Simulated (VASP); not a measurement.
Runs of VASP 6.6.1 on HfB. The structure is that of space group Fm-3m (No. 225), or close to it. The cells are those of the table. 

| cell | gap on the mesh (eV) | pressure (GPa) |
| --- | --- | --- |
| a = 3.193, b = 3.193, c = 3.169 Å, angles 60.3, 60.3, 59.5°, 2 atoms | none | 55.3 |
| a = 3.218, b = 3.218, c = 3.267 Å, angles 59.5, 59.5, 61.0°, 2 atoms | none | 40.1 |
| a = 3.242, b = 3.242, c = 3.267 Å, angles 59.8, 59.8, 60.5°, 2 atoms | none | (b) |
| a = 3.218 Å, angles 60.0°, 2 atoms | none | (a) |
| a = 3.316 Å, angles 60.0°, 2 atoms | none | 19.0 |

Alike in all rows: task single point; level PBE; potentials or basis VASP PAW PBE potentials, release 64 (Hf_pv, B); no spin polarisation; k mesh 18 × 18 × 18; cutoff (eV) 520; smearing gaussian 0.15 eV.

Question: Estimate the missing entries.

Answer: (a) 44.6; (b) 35.2.

Caveats: the cell stands under pressure; spin-orbit coupling is left out, which moves the levels of the heavy elements.

A k mesh can miss the band edges, and the runs leave out spin-orbit coupling on Hf.

A gap of «none» marks levels without a gap at the run's occupations.
